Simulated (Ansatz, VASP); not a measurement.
# One calculation of Ni, two programs

The input INCAR:

```
SYSTEM = Ni
ALGO = Normal ; EDIFF = 1E-6
ENCUT = 520 ; GGA = RE
ISIF = 2 ; ISMEAR = -1
ISPIN = 2 ; LASPH = .TRUE.
LCHARG = .FALSE. ; LMAXMIX = 4
LORBIT = 11 ; LREAL = .FALSE.
LWAVE = .FALSE. ; MAGMOM = -0.696 -0.696 -0.705 -0.705
NBANDS = 32 ; NELM = 150
PREC = Accurate ; SIGMA = 0.05
```

Contents of KPOINTS:

```
k-points
0
G
  16 16 5
  0 0 0
```

File POSCAR:

```
Ni
1.0
    2.5384882826      0.0000000000      0.0000000000
   -1.2692441413      2.1983953399      0.0000000000
    0.0000000000      0.0000000000      8.3087953539
Ni
4
Direct
    0.0000000000      0.0000000000      1.0000000000
    0.0000000000      0.0000000000      0.5000000000
    0.3333333333      0.6666666667      0.2500000000
    0.6666666667      0.3333333333      0.7500000000
```

Input for Ansatz:

```yaml
crystal:
  lattice:
    - [2.5384882826, 0.0, 0.0]
    - [-1.2692441413, 2.1983953399, 0.0]
    - [0.0, 0.0, 8.3087953539]
  atoms:
    - { symbol: Ni, position: [0.0, 0.0, 1.0], spin: -0.696 }
    - { symbol: Ni, position: [0.0, 0.0, 0.5], spin: -0.696 }
    - { symbol: Ni, position: [0.3333333333, 0.6666666667, 0.25], spin: -0.705 }
    - { symbol: Ni, position: [0.6666666667, 0.3333333333, 0.75], spin: -0.705 }
hamiltonian:
  xc: revpbe
  pseudopotentials:
    kind: paw
    azcp:
      Ni: "pseudopotentials/Ni.paw.azcp"
basis:
  ecutwfc: 420
  fft_grid_basis: typed
kpoints:
  mp_grid: { grid: [16, 16, 5], shift: [0, 0, 0] }
magnetization:
  spin_polarized: true
scf:
  occupations: { method: fermi_dirac, width: 0.05 }
  lower_state_search: "off"
output:
  stress: true
```

Alike in both runs: task single point; functional revPBE; k mesh 16 × 16 × 5; occupations fermi-dirac, width 0.05 eV; collinear spin.

|  | VASP | Ansatz |
| --- | --- | --- |
| version | VASP 6.6.1 | Ansatz 0.2.0 |
| potentials or method | VASP PAW PBE potentials, release 64 (Ni), cutoff 520 eV | plane waves (420 eV) with PAW, scalar-relativistic |
| valence electrons in the cell | 40 | 72 |

VASP gave:

| Property | Result |
| --- | --- |
| pressure (GPa) | -6.5 |
| traceless stress, the component that is largest in VASP (GPa) | 0.18 |
| net moment per atom (μB) | 0.64 |
| size of the moment on the site where the two differ most (μB) | 0.65 |

Question: Estimate Ansatz's values.

Answer: Pressure (GPa): -6.7; traceless stress, the component that is largest in VASP (GPa): 0.11; net moment per atom (μB): 0.66; size of the moment on the site where the two differ most (μB): 0.70.

VASP's potentials were made for PBE, not for revPBE. Site moments also hang on the region over which each program counts them. VASP's potentials hold 40 valence electrons a cell and Ansatz's 72, so a difference there can come from the potentials and not from the codes.
